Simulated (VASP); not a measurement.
# Se (R-3) in VASP: notebook, part 2 of 2

VASP 6.6.1. Earlier steps stand in the parts before.

## 3. Single point, PBEsol (zz strain of -3 %)

The input, INCAR:

```
PREC     = Accurate       # precision mode
ENCUT    = 520            # plane-wave cutoff, eV
EDIFF    = 1E-7           # SCF threshold, eV
ISMEAR   = -1             # smearing method
SIGMA    = 0.01           # smearing width, eV
LREAL    = F              # projectors in reciprocal space
LASPH    = T              # aspherical terms in the spheres
NELM     = 100            # most SCF steps
ALGO     = Normal         # electronic algorithm
ISIF     = 2              # what is computed and relaxed
LWAVE    = F              # write WAVECAR
LCHARG   = F              # write CHGCAR
GGA      = PS             # functional
NBANDS   = 27             # bands
```

The input, KPOINTS:

```
Automatic mesh
0
Gamma
  6 6 6
```

The input, POSCAR:

```
Se
1.0
    5.6809998619      3.2799267995      1.4320401000
   -5.6809998619      3.2799267995      1.4320401000
    0.0000000000     -6.5598535991      1.4320401000
Se
6
Direct
    0.2806600000      0.1625100000      0.9181800000
    0.9181800000      0.2806600000      0.1625100000
    0.1625100000      0.9181800000      0.2806600000
    0.7193400000      0.8374900000      0.0818200000
    0.0818200000      0.7193400000      0.8374900000
    0.8374900000      0.0818200000      0.7193400000
```

Potentials or basis: VASP PAW PBE potentials, release 64 (Se).

Command:

```sh
$ cat potpaw_PBE.64/Se/POTCAR > POTCAR
$ mpirun -np 1 vasp_std > vasp.out
```

OUTCAR:

```text
PREC = Accurate
   ENCUT = 520
   EDIFF = 1E-7
   ISMEAR = -1
   LREAL = F
   LASPH = T
   NELM = 100
   ISIF = 2
   GGA = PS

 ion  position               nearest neighbor table
   1  0.281  0.163  0.918-   5 2.34   6 2.34
   2  0.918  0.281  0.163-   4 2.34   6 2.34
   3  0.163  0.918  0.281-   4 2.34   5 2.34
   4  0.719  0.837  0.082-   2 2.34   3 2.34
   5  0.082  0.719  0.837-   1 2.34   3 2.34
   6  0.837  0.082  0.719-   1 2.34   2 2.34

  LATTYP: Found a trigonal (rhomboedric) cell.
 ALAT       =     6.7143442039
 COS(alpha) =    -0.4317670080

  Lattice vectors:

 A1 = (   5.6809998619,   3.2799267995,   1.4320401000)
 A2 = (  -5.6809998619,   3.2799267995,   1.4320401000)
 A3 = (   0.0000000000,  -6.5598535991,   1.4320401000)

Analysis of symmetry for initial positions (statically):
=====================================================================
 Subroutine PRICEL returns:
 Original cell was already a primitive cell.

 Routine SETGRP: Setting up the symmetry group for a
 trigonal (rhombohedral) supercell.

 Subroutine GETGRP returns: Found  6 space group operations
 (whereof  6 operations were pure point group operations)
 out of a pool of 12 trial point group operations.

The static configuration has the point symmetry S_6 .

Analysis of symmetry for dynamics (positions and initial velocities):
=====================================================================
 Subroutine PRICEL returns:
 Original cell was already a primitive cell.

 Routine SETGRP: Setting up the symmetry group for a
 trigonal (rhombohedral) supercell.

 Subroutine GETGRP returns: Found  6 space group operations
 (whereof  6 operations were pure point group operations)
 out of a pool of 12 trial point group operations.

[... 125 lines left out ...]
   IALGO  =     38    algorithm
   IMIX   =      4    mixing-type and parameters
     AMIX     =   0.40;   BMIX     =  1.00
     AMIX_MAG =   1.60;   BMIX_MAG =  1.00
  volume/ion in A,a.u.               =      26.68       180.07
  Fermi-wavevector in a.u.,A,eV,Ry     =   0.995506  1.881234 13.483811  0.991032
  Thomas-Fermi vector in A             =   2.127531
   LORBIT       =      0    0 simple, 1 ext, 2 COOP (PROOUT), +10 PAW based schemes
   GGA     = PS    functional components
   LHFCALC =     F    Hartree Fock is set to
   AEXX    =    0.0000 exact exchange contribution
   IVDW    =     0    specifies the selected vdW correction
   LEPSILON=     F    determine dielectric tensor
   LRPA    =     F    only Hartree local field effects (RPA)
 non-spin polarized calculation
  energy-cutoff  :      520.00
  volume of cell :      160.10
 maximum number of plane-waves:      4344
 NGX is ok and might be reduce to    50
   NGX = 25   NGY = 25   NGZ = 25

 number of electron      36.0000000 magnetization

 Free energy of the ion-electron system (eV)
  ---------------------------------------------------
  ext. energy  EPLUGINS =         0.00000000
  ---------------------------------------------------
  free energy    TOTEN  =       -22.69297681 eV

  energy without entropy =      -22.69297681  energy(sigma->0) =      -22.69297681

 E-fermi :   2.8873     XC(G=0):  -9.1320

 val. band max:        2.6396285386   @ k =   0.5000   0.5000   0.5000
 cond. band min:       3.6266708875   @ k =  -0.1667   0.1667   0.1667
 fundamental gap:      0.9870423489
 Fermi energy:         2.8873331656

 k-point     1 :       0.0000    0.0000    0.0000
  band No.  band energies     occupation
      1     -13.4373      2.00000
      2     -11.6647      2.00000
      3     -11.6647      2.00000
      4      -9.3914      2.00000
      5      -9.3914      2.00000
      6      -7.5992      2.00000
[... 709 lines left out ...]
     26       8.4509      0.00000
     27       9.0760      0.00000

 [... further k-points ...]

------------------------ aborting loop because EDIFF is reached ----------------------------------------

  FORCE on cell =-STRESS in cart. coord.  units (eV):
  Direction    XX          YY          ZZ          XY          YZ          ZX
  --------------------------------------------------------------------------------------
  -------------------------------------------------------------------------------------
  Total        1.3568744      1.3568744      1.4120920      0.0000006     -0.0000000     -0.0000000
  in kB       13.5785962     13.5785962     14.1311733      0.0000062     -0.0000000     -0.0000000
  external PRESSURE =      13.7627886 kB  Pullay stress =       0.0000000 kB

 VOLUME and BASIS-vectors are now :
 -----------------------------------------------------------------------------
  energy-cutoff  :      520.00
  volume of cell :      160.10
      direct lattice vectors                 reciprocal lattice vectors
     5.680999862  3.279926800  1.432040100     0.088012676  0.050814142  0.232768156
    -5.680999862  3.279926800  1.432040100    -0.088012676  0.050814142  0.232768156
     0.000000000 -6.559853599  1.432040100     0.000000000 -0.101628284  0.232768156

 POSITION                                       TOTAL-FORCE (eV/Angst)
 -----------------------------------------------------------------------------------
      0.67121     -4.56956      1.94951         0.193106      0.402085      0.411670
      3.62175      2.86607      1.94951        -0.444769     -0.033808      0.411670
     -4.29296      1.70350      1.94951         0.251663     -0.368277      0.411670
     -0.67121      4.56956      2.34661        -0.193106     -0.402085     -0.411670
     -3.62175     -2.86607      2.34661         0.444769      0.033808     -0.411670
      4.29296     -1.70350      2.34661        -0.251663      0.368277     -0.411670
 -----------------------------------------------------------------------------------
    total drift:                                0.000000     -0.000000     -0.000000

  FREE ENERGIE OF THE ION-ELECTRON SYSTEM (eV)
  ---------------------------------------------------
  free  energy   TOTEN  =       -22.6929768129 eV

  energy  without entropy=      -22.6929768129  energy(sigma->0) =      -22.69297681
```

OSZICAR:

```text
N       E                     dE             d eps       ncg     rms          rms(c)
DAV:   1     0.195860875279E+03    0.19586E+03   -0.14731E+04  2160   0.112E+03
DAV:   2    -0.641292695384E+01   -0.20227E+03   -0.19548E+03  2870   0.189E+02
DAV:   3    -0.227858432846E+02   -0.16373E+02   -0.16234E+02  2772   0.583E+01
DAV:   4    -0.229720412696E+02   -0.18620E+00   -0.18587E+00  2482   0.713E+00
DAV:   5    -0.229737002934E+02   -0.16590E-02   -0.16588E-02  2642   0.692E-01    0.101E+01
DAV:   6    -0.227768161541E+02    0.19688E+00   -0.98771E-02  2388   0.150E+00    0.615E+00
DAV:   7    -0.226939282468E+02    0.82888E-01   -0.20571E-01  2447   0.213E+00    0.288E-01
DAV:   8    -0.226928844360E+02    0.10438E-02   -0.17310E-02  2352   0.647E-01    0.119E-01
DAV:   9    -0.226929570438E+02   -0.72608E-04   -0.44156E-04  2759   0.102E-01    0.419E-02
DAV:  10    -0.226929744959E+02   -0.17452E-04   -0.41732E-05  2396   0.331E-02    0.104E-02
DAV:  11    -0.226929764799E+02   -0.19840E-05   -0.55456E-06  2500   0.117E-02    0.541E-03
DAV:  12    -0.226929767987E+02   -0.31880E-06   -0.11302E-06  2524   0.539E-03    0.136E-03
DAV:  13    -0.226929768129E+02   -0.14167E-07   -0.14330E-07  1556   0.197E-03
   1 F= -.22692977E+02 E0= -.22692977E+02  d E =-.422092E-13
```

stdout:

```text
POSCAR found type information on POSCAR Se
 POSCAR found :  1 types and       6 ions
 scaLAPACK will be used
 -----------------------------------------------------------------------------
|                                                                             |
|                                                                             |
|     You enforced a specific xc type in the INCAR file but a different       |
|     I HOPE YOU KNOW WHAT YOU ARE DOING!                                     |
|                                                                             |
 -----------------------------------------------------------------------------

 LDA part: xc-table for (Slater+PW92), standard interpolation
 POSCAR, INCAR and KPOINTS ok, starting setup
 FFT: planning ... GRIDC
 FFT: planning ... GRID_SOFT
 FFT: planning ... GRID
 WAVECAR not read
 entering main loop
```

Wall time 1.8 min (1 thread of Intel Xeon 6975P-C (Granite Rapids), shared host); peak memory 0.38 GiB.

Results:

```
Free energy            : -22.6930 eV
Pressure               : 1.4 GPa
Largest force          : 0.607 eV/Å
Band gap on the k mesh : 0.99 eV (least direct gap 1.24 eV)
```

Forces on the atoms (eV/Å):
```
Se   0.193  0.402  0.412
Se  -0.445 -0.034  0.412
Se   0.252 -0.368  0.412
Se  -0.193 -0.402 -0.412
Se   0.445  0.034 -0.412
Se  -0.252  0.368 -0.412
```

Levels at points of the mesh, in eV from the valence-band top:
```csv
k point,band 16,band 17,band 18,band 19,band 20,band 21
"(0.00, 0.00, 0.00)",-0.98,-0.80,-0.80,1.56,1.56,2.43
"(0.50, 0.00, 0.00)",-1.14,-0.52,-0.48,1.50,1.70,2.45
"(0.50, 0.50, 0.00)",-1.31,-1.01,-0.54,1.29,1.56,2.22
"(0.50, 0.50, 0.50)",-1.54,-1.54,0.00,1.24,1.24,1.69
```

Caveat: the cell differs from its parent crystal (zz strain of -3 %); this functional lacks dispersion, which holds the molecules together, so the pressure and a relaxed volume are unreliable; the PAW data sets were made with another functional, which shifts forces and pressure a little.

## 4. Single point, PBEsol (zz strain of -1 %)

The input, INCAR:

```
SYSTEM = Se
  PREC = Accurate
  ENCUT = 520
  EDIFF = 1E-6
  ISMEAR = -1
  SIGMA = 0.01
  LREAL = .FALSE.
  LASPH = .TRUE.
  NELM = 80
  ALGO = Normal
  ISIF = 2
  LWAVE = .FALSE.
  LCHARG = .TRUE.
  GGA = PS
  LELF = .TRUE.
  LVHAR = .TRUE.
  NBANDS = 27
```

The input, KPOINTS:

```
regular mesh
0
G
  6 6 6
  0 0 0
```

Changes to POSCAR since step 3:

```diff
@@ -2,5 +2,5 @@
 1.0
-    5.6809998619      3.2799267995      1.4320401000
-   -5.6809998619      3.2799267995      1.4320401000
-    0.0000000000     -6.5598535991      1.4320401000
+    5.6809998619      3.2799267995      1.4615667000
+   -5.6809998619      3.2799267995      1.4615667000
+    0.0000000000     -6.5598535991      1.4615667000
 Se
```

Command:

```sh
$ cat potpaw_PBE.64/Se/POTCAR > POTCAR
$ mpirun -np 1 vasp_std > vasp.out
```

Wall time 1.8 min (1 thread of Intel Xeon 6975P-C (Granite Rapids), shared host); peak memory 0.39 GiB.

Results (log left out):

- Free energy: -22.7149 eV
- Pressure: 0.6 GPa
- Largest force: 0.459 eV/Å
- Band gap on the k mesh: 1.08 eV (least direct gap 1.33 eV)

Forces in eV/Å, atoms in the order of the input:
```
Se   0.167  0.328  0.275
Se  -0.367 -0.020  0.275
Se   0.201 -0.308  0.275
Se  -0.167 -0.328 -0.275
Se   0.367  0.020 -0.275
Se  -0.201  0.308 -0.275
```

Stress tensor (GPa, compression positive):
```
0.61 0.00 0.00
0.00 0.61 0.00
0.00 0.00 0.71
```

Levels at points of the mesh, in eV from the valence-band top:
```tsv
k point	band 16	band 17	band 18	band 19	band 20	band 21
(0.00, 0.00, 0.00)	-0.87	-0.74	-0.74	1.65	1.65	2.50
(0.50, 0.00, 0.00)	-1.01	-0.43	-0.41	1.59	1.77	2.52
(0.50, 0.50, 0.00)	-1.23	-0.95	-0.44	1.36	1.63	2.22
(0.50, 0.50, 0.50)	-1.40	-1.40	0.00	1.33	1.33	1.77
```

Caveat: the cell differs from its parent crystal (zz strain of -1 %); this functional lacks dispersion, which holds the molecules together, so the pressure and a relaxed volume are unreliable; the PAW data sets were made with another functional, which shifts forces and pressure a little. A k mesh can miss the band edges.

## 5. Single point, PBEsol (27.23 Å³/atom)

This run uses another cell than the first one, of 27.23 Å³/atom.

The input, INCAR:

```
SYSTEM = Se
PREC = Accurate ; ENCUT = 520
EDIFF = 1E-6 ; ISMEAR = -1
SIGMA = 0.01 ; LREAL = .False.
LASPH = .True. ; NELM = 80
ALGO = Normal ; ISIF = 2
LWAVE = .False. ; LCHARG = .True.
GGA = PS ; LELF = .True.
LVHAR = .True. ; NBANDS = 27
```

The input, KPOINTS:

```
Automatic mesh
0
Gamma
  6 6 6
  0 0 0
```

Changes to POSCAR since step 4:

```diff
@@ -2,5 +2,5 @@
 1.0
-    5.6809998619      3.2799267995      1.4615667000
-   -5.6809998619      3.2799267995      1.4615667000
-    0.0000000000     -6.5598535991      1.4615667000
+    5.6619997204      3.2689570627      1.4713924046
+   -5.6619997204      3.2689570627      1.4713924046
+    0.0000000000     -6.5379141255      1.4713924046
 Se
```

Command:

```sh
$ cat potpaw_PBE.64/Se/POTCAR > POTCAR
$ mpirun -np 1 vasp_std > vasp.out
```

Wall time 95 s (1 thread of Intel Xeon 6975P-C (Granite Rapids), shared host); peak memory 0.39 GiB.

It converged, with:

```yaml
Free_energy: -22.7146 eV
Pressure: 0.9 GPa
Largest_force: 0.505 eV/Å
Band_gap_on_the_k_mesh: 1.14 eV (least direct gap 1.39 eV)
```

Forces in eV/Å, atoms in the order of the input:
```
Se   0.177  0.373  0.291
Se  -0.412 -0.033  0.291
Se   0.234 -0.340  0.291
Se  -0.177 -0.373 -0.291
Se   0.412  0.033 -0.291
Se  -0.234  0.340 -0.291
```

Stress tensor (GPa, compression positive):
```
0.94 0.00 0.00
0.00 0.94 0.00
0.00 0.00 0.73
```

Levels at points of the mesh, in eV from the valence-band top:
| k point | band 16 | band 17 | band 18 | band 19 | band 20 | band 21 |
| --- | --- | --- | --- | --- | --- | --- |
| (0.00, 0.00, 0.00) | -0.83 | -0.71 | -0.71 | 1.72 | 1.72 | 2.57 |
| (0.50, 0.00, 0.00) | -0.95 | -0.38 | -0.37 | 1.66 | 1.83 | 2.59 |
| (0.50, 0.50, 0.00) | -1.21 | -0.94 | -0.39 | 1.42 | 1.68 | 2.25 |
| (0.50, 0.50, 0.50) | -1.35 | -1.35 | 0.00 | 1.39 | 1.39 | 1.82 |

Caveat: this functional lacks dispersion, which holds the molecules together, so the pressure and a relaxed volume are unreliable; the PAW data sets were made with another functional, which shifts forces and pressure a little.

## 6. Single point, PBEsol (zz strain of +2 %)

The input, INCAR:

```
SYSTEM = Se
PREC = Accurate
ENCUT = 520
EDIFF = 1E-7
ISMEAR = -1
SIGMA = 0.01
LREAL = .False.
LASPH = .True.
NELM = 100
ALGO = Normal
ISIF = 2
LWAVE = .False.
LCHARG = .True.
GGA = PS
LELF = .True.
LVHAR = .True.
NBANDS = 27
```

KPOINTS is that of step 5.

Changes to POSCAR since step 5:

```diff
@@ -2,5 +2,5 @@
 1.0
-    5.6619997204      3.2689570627      1.4713924046
-   -5.6619997204      3.2689570627      1.4713924046
-    0.0000000000     -6.5379141255      1.4713924046
+    5.6809998619      3.2799267995      1.5058566000
+   -5.6809998619      3.2799267995      1.5058566000
+    0.0000000000     -6.5598535991      1.5058566000
 Se
```

Potentials or basis: VASP PAW PBE potentials, release 64 (Se).

Command:

```sh
$ cat potpaw_PBE.64/Se/POTCAR > POTCAR
$ mpirun -np 1 vasp_std > vasp.out
```

Run time: 1.8 min. Hardware: 1 thread of Intel Xeon 6975P-C (Granite Rapids), shared host; peak memory 0.4 GiB.

The run converged. Its results:

| Quantity | Value |
| --- | --- |
| Free energy | -22.7221 eV |
| Pressure | -0.4 GPa |
| Largest force | 0.266 eV/Å |
| Band gap on the k mesh | 1.22 eV (least direct gap 1.45 eV) |

Forces in eV/Å, atoms in the order of the input:
```
Se   0.129  0.222  0.067
Se  -0.257  0.000  0.067
Se   0.128 -0.223  0.067
Se  -0.129 -0.222 -0.067
Se   0.257  0.000 -0.067
Se  -0.128  0.223 -0.067
```

Stress tensor (GPa, compression positive):
```
-0.41  0.00  0.00
 0.00 -0.41  0.00
 0.00  0.00 -0.24
```

Levels at points of the mesh, in eV from the valence-band top:
```
           k point  band 15  band 16  band 17  band 18  band 19  band 20  band 21  band 22
(0.00, 0.00, 0.00)    -0.70    -0.70    -0.62    -0.62     1.79     1.79     2.59     2.77
(0.50, 0.00, 0.00)    -1.20    -0.81    -0.30    -0.28     1.73     1.88     2.63     3.03
(0.50, 0.50, 0.00)    -1.39    -1.10    -0.85    -0.28     1.47     1.73     2.24     2.98
(0.50, 0.50, 0.50)    -1.45    -1.19    -1.19     0.00     1.47     1.47     1.89     3.54
```

Caveat: the cell differs from its parent crystal (zz strain of +2 %); this functional lacks dispersion, which holds the molecules together, so the pressure and a relaxed volume are unreliable; the PAW data sets were made with another functional, which shifts forces and pressure a little. A k mesh can miss the band edges.

## 7. Overview

| cell | gap on the mesh (eV) | pressure (GPa) | largest force (eV/Å) |
| --- | --- | --- | --- |
| a = 6.633 Å, angles 115.3°, 6 atoms | 1.20 | 2.8 | 0.89 |
| a = 6.714 Å, angles 115.6°, 6 atoms | 0.99 | 1.4 | 0.61 |
| a = 6.721 Å, angles 115.4°, 6 atoms | 1.08 | 0.6 | 0.46 |
| a = 6.701 Å, angles 115.3°, 6 atoms | 1.14 | 0.9 | 0.51 |
| a = 6.730 Å, angles 115.1°, 6 atoms | 1.22 | -0.4 | 0.27 |

Alike in all rows: task single point; level PBEsol; potentials or basis VASP PAW PBE potentials, release 64 (Se); no spin polarisation; k mesh 6 × 6 × 6; cutoff (eV) 520; smearing fermi-dirac 0.01 eV.

Caveats: this functional lacks dispersion, which holds the molecules together, so the pressure and a relaxed volume are unreliable; the PAW data sets were made with another functional, which shifts forces and pressure a little.

Absolute energies hang on the potentials; compare differences alone.
